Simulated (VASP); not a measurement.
A run of VASP 6.6.1 is set up as follows.

Contents of INCAR:

```
ALGO     = Fast           # electronic algorithm
EDIFF    = 1E-6           # SCF threshold, eV
ENCUT    = 520            # plane-wave cutoff, eV
GGA      = PE             # functional
ISIF     = 2              # what is computed and relaxed
ISMEAR   = 0              # smearing method
LASPH    = T              # aspherical terms in the spheres
LCHARG   = F              # write CHGCAR
LREAL    = F              # projectors in reciprocal space
LWAVE    = F              # write WAVECAR
NBANDS   = 28             # bands
NELM     = 60             # most SCF steps
PREC     = Accurate       # precision mode
SIGMA    = 0.1            # smearing width, eV
```

File KPOINTS:

```
k-points
0
Gamma
  6 6 6
```

POSCAR

```
AgRh2
1.0
    4.4307682249      0.0000000000      0.0000000000
   -2.2153841125      3.8371578411      0.0000000000
    0.0000000000      0.0000000000      2.7462642602
Ag Rh
1 2
Direct
    0.0000000000      0.0000000000      0.0000000000
    0.3333333333      0.6666666667      0.5000000000
    0.6666666667      0.3333333333      0.5000000000
```

Potentials or basis: VASP PAW PBE potentials, release 64 (Ag, Rh_pv).

Run with:

```console
$ cat potpaw_PBE.64/Ag/POTCAR potpaw_PBE.64/Rh_pv/POTCAR > POTCAR
$ mpirun -np 1 vasp_std > vasp.out
```

Task: Estimate the pressure.

Result: 0.0 GPa.

Task: What does it give for the band gap on the k mesh?

Result: Zero (an odd number of electrons rules out a gap without spin polarisation).

Caveat: the k points lie up to 0.38 Å⁻¹ apart, too coarse for converged energies and pressures of a metal.
